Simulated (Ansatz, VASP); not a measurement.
# Two plane-wave programs on Au

```xyz
8
Lattice="5.3368 0.0000 0.0000 0.0000 5.3368 0.0000 0.0000 0.0000 5.3368" Properties=species:S:1:pos:R:3 pbc="T T T"
Au    5.3368    5.3368    0.0000
Au    2.6684    2.6684    2.6684
Au    1.3342    5.3368    2.6684
Au    4.0026    5.3368    2.6684
Au    2.6684    1.3342    0.0000
Au    2.6684    4.0026    0.0000
Au    0.0000    2.6684    1.3342
Au    0.0000    2.6684    4.0026
```

Alike in both runs: functional revPBE; k mesh 5 × 5 × 5; occupations fermi-dirac, width 0.1 eV; no spin polarisation.

Ansatz relaxed the structure, and its values are those at the end. VASP's run is a single point on that final structure, the one shown.

```csv
,VASP,Ansatz
version,VASP 6.6.1,Ansatz 0.2.0
potentials or method,"VASP PAW PBE potentials, release 64 (Au), cutoff 500 eV","plane waves (420 eV) with PAW, scalar-relativistic"
valence electrons in the cell,88,152
```

Ansatz gave:

- pressure (GPa): 0.0

**Question.** What did VASP give for the same quantities?

**Answer.** Pressure (GPa): -0.2.

VASP's potentials were made for PBE, not for revPBE. VASP's potentials hold 88 valence electrons a cell and Ansatz's 152, so a difference there can come from the potentials and not from the codes.

Neither program's run includes spin-orbit coupling.
